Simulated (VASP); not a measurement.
Runs of VASP 6.6.1 on Fe3Os. The structure is that of space group Pm-3m (No. 221), or close to it. The cells are those of the table. 

| task | level | spin | cell | cutoff (eV) | gap on the mesh (eV) | pressure (GPa) |
| --- | --- | --- | --- | --- | --- | --- |
| single point | r2SCAN | off | a = 3.567 Å, 4 atoms | 520 | none | -8.3 |
| single point | PBE | collinear, ferromagnetic start | a = 3.567 Å, 4 atoms | 520 | none | (a) |
| relaxation of cell and atoms | PBE | off | relaxed from a = 3.565 Å, 4 atoms | 600 | none | 0.1 |
| single point | PBE | off | a = 3.567 Å, 4 atoms | 520 | none | -0.4 |

Alike in all rows: potentials or basis VASP PAW PBE potentials, release 64 (Fe, Os); k mesh 12 × 12 × 12; smearing gaussian 0.1 eV.

**Question.** Estimate the missing entries.

**Answer.** (a) 0.0.

Caveats: spin-orbit coupling is left out, which moves the levels of the heavy elements; the PAW data sets were made with another functional, which shifts forces and pressure a little (some runs); the moment fell far below its start of 4.5 μB, so a state of higher moment may lie lower in energy (some runs); the relaxation stopped at its first step, so nothing moved (some runs).

A k mesh can miss the band edges, and the runs leave out spin-orbit coupling on Os.

A gap of «none» marks levels without a gap at the run's occupations.
